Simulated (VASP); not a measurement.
Wanted: the native input for a VASP 6.6.1 run.

| Property | Result |
| --- | --- |
| Task | single point |
| Functional | PBE |
| Potentials or basis | VASP PAW PBE potentials, release 64 (Al, N) |
| Cutoff | 520 eV |
| k mesh | 12 × 12 × 6 |
| Occupations | gaussian, width 0.05 eV |
| Spin | no spin polarisation |
| Dipole correction | no |
| Further INCAR settings | ALGO = Normal; EDIFF = 1e-07; NBANDS = 16 |

The structure of AlN lies in POSCAR:

```
AlN
1.0
    3.3180539367      0.0000000000      0.0000000000
   -1.6590269684      2.5482149625      0.0000000000
    0.0000000000      0.0000000000      5.0179796548
Al N
2 2
Direct
    0.3333333333      0.6666666667      0.0017287175
    0.6666666667      0.3333333333      0.5017287175
    0.3333333333      0.6666666667      0.3832712825
    0.6666666667      0.3333333333      0.8832712825
```

This cell differs from its parent crystal: strain +0.0600 x Voigt [1, -1, 0, 0, 0, 0].

These files were run (other wordings do the same):

INCAR

```
PREC = Accurate
ENCUT = 520
EDIFF = 1E-7
ISMEAR = 0
SIGMA = 0.05
LREAL = False
LASPH = True
NELM = 60
ALGO = Normal
ISIF = 2
LWAVE = False
LCHARG = False
GGA = PE
NBANDS = 16
```

KPOINTS

```
regular mesh
0
Gamma
  12 12 6
```

Potentials or basis: VASP PAW PBE potentials, release 64 (Al, N).

Launch:

```console
$ cat potpaw_PBE.64/Al/POTCAR potpaw_PBE.64/N/POTCAR > POTCAR
$ mpirun -np 1 vasp_std > vasp.out
```

Results of the run:

```
Pressure               : 2.2 GPa
Largest force          : 1.494 eV/Å
Band gap on the k mesh : 3.90 eV, direct
```

Caveat: the cell differs from its parent crystal (strain +0.0600 x Voigt [1, -1, 0, 0, 0, 0]); forces of over 1 eV/Å act on the atoms, so gaps and moduli don't describe the material at rest.

Run time: 44 s on 1 thread of Intel(R) Xeon(R) 6975P-C (Granite Rapids), on a shared host, peak memory 0.23 GiB.
